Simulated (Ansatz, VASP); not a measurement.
Two plane-wave programs on BaTiO3

File INCAR:

```
ALGO     = Normal         # electronic algorithm
EDIFF    = 1E-8           # SCF threshold, eV
ENCUT    = 520            # plane-wave cutoff, eV
GGA      = PS             # functional
ISIF     = 2              # what is computed and relaxed
ISMEAR   = -1             # smearing method
LASPH    = T              # aspherical terms in the spheres
LCHARG   = F              # write CHGCAR
LEFG     = T            
LREAL    = F              # projectors in reciprocal space
LWAVE    = F              # write WAVECAR
NBANDS   = 28             # bands
NELM     = 80             # most SCF steps
PREC     = Accurate       # precision mode
SIGMA    = 0.05           # smearing width, eV
```

Contents of KPOINTS:

```
k-points
0
Gamma
  8 8 8
```

Contents of POSCAR:

```
BaTiO3
1.0
    3.9841000000      0.0000000000      0.0000000000
    0.0000000000      2.8370500000      2.7888840000
    0.0000000000     -2.8370500000      2.7888840000
Ba Ti O
1 1 3
Direct
    0.0000000000      0.0000000000      0.0000000000
    0.5000000000      0.5079000000      0.5079000000
    0.0000000000      0.4921000000      0.4921000000
    0.5000000000      0.5025100000      0.9937100000
    0.5000000000      0.9937100000      0.5025100000
```

Input for Ansatz:

```yaml
crystal:
  lattice:
    - [3.9841, 0.0, 0.0]
    - [0.0, 2.83705, 2.788884]
    - [0.0, -2.83705, 2.788884]
  atoms:
    - { symbol: Ba, position: [0.0, 0.0, 0.0] }
    - { symbol: Ti, position: [0.5, 0.5079, 0.5079] }
    - { symbol: O, position: [0.0, 0.4921, 0.4921] }
    - { symbol: O, position: [0.5, 0.50251, 0.99371] }
    - { symbol: O, position: [0.5, 0.99371, 0.50251] }
kpoints:
  mp_grid: { grid: [8, 8, 8] }
scf:
  occupations: { method: fermi_dirac, width: 0.05 }
hamiltonian:
  xc: pbesol
  pseudopotentials: { kind: paw }
output:
  forces: true
  stress: true
  eigenvalues: true
  efg: { contact_densities: true }
  write_density: true
  write_potential: true
  elf: true
  volumetric_format: npy
```

Change from the starting cell: zz strain of -2 %, PAW files.

Alike in both runs: task electric field gradients; functional PBEsol; k mesh 8 × 8 × 8; occupations fermi-dirac, width 0.05 eV; no spin polarisation.

|  | VASP | Ansatz |
| --- | --- | --- |
| version | VASP 6.6.1 | Ansatz 0.2.0 |
| potentials or method | VASP PAW PBE potentials, release 64 (Ba_sv, Ti_sv, O) | PAW with Ansatz's default frozen-core files, scalar-relativistic |
| plane-wave cutoff (eV) | 520 | 420 |
| valence electrons in the cell | 40 | 40 |

|  | VASP | Ansatz | Ansatz less VASP |
| --- | --- | --- | --- |
| gap on the k mesh at the Fermi level (eV) | 1.81 | 1.87 | +0.065 |
| pressure (GPa) | 1.0 | -1.0 | -1.94 |
| traceless stress, the component that is largest in VASP (GPa) | 2.52 | 2.43 | -0.090 |
| rms of the force components (eV/Å) | 0.067 | 0.070 | +0.0024 |
| size of Vzz on the site where it differs most (V/Å²) | 14.0 | 13.0 | -1.06 |

VASP's potentials were made for PBE, not for PBEsol. Atom by atom the forces differ by 0.009 eV/Å (rms over components). With one functional, cell and mesh, what is left measures potentials, basis and numerics.

Spin-orbit coupling is off throughout.
